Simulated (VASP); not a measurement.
The system is AgRh.

```
CELL_PARAMETERS angstrom
2.77759 0.00000 0.00000
-1.38879 2.40546 0.00000
0.00000 0.00000 4.80860
ATOMIC_POSITIONS crystal
Ag 0.00000 0.00000 0.50000
Rh 0.66667 0.33333 0.00000
```

Base run:

```yaml
Program: VASP 6.6.1
Functional: r2SCAN
Potentials_or_basis: VASP PAW PBE potentials, release 64 (Ag, Rh_pv)
Cutoff: 520 eV
k_mesh: 11 × 11 × 6
Occupations: fermi-dirac, width 0.05 eV
Spin: no spin polarisation
```

Its results: band gap on the k mesh zero (bands 13 and 14 overlap by 1.39 eV); pressure -6.1 GPa.

**Question.** After a change of settings the same cell gave: band gap on the k mesh zero (bands 13 and 14 overlap by 1.32 eV); pressure -15.3 GPa. Which change was it?
A. functional from r2SCAN to PBE; occupations from fermi-dirac, width 0.05 eV to gaussian, width 0.05 eV
B. functional from r2SCAN to LDA; potentials or basis from VASP PAW PBE potentials, release 64 (Ag, Rh_pv) to VASP PAW LDA potentials, release 64 (Ag, Rh_pv)
C. functional from r2SCAN to BLYP; occupations from fermi-dirac, width 0.05 eV to methfessel-paxton, width 0.1 eV
D. functional from r2SCAN to PBEsol; occupations from fermi-dirac, width 0.05 eV to gaussian, width 0.02 eV

**Answer.** B.

Caveats: the cell stands under tension; the PAW data sets were made with another functional, which shifts forces and pressure a little (at least some runs).
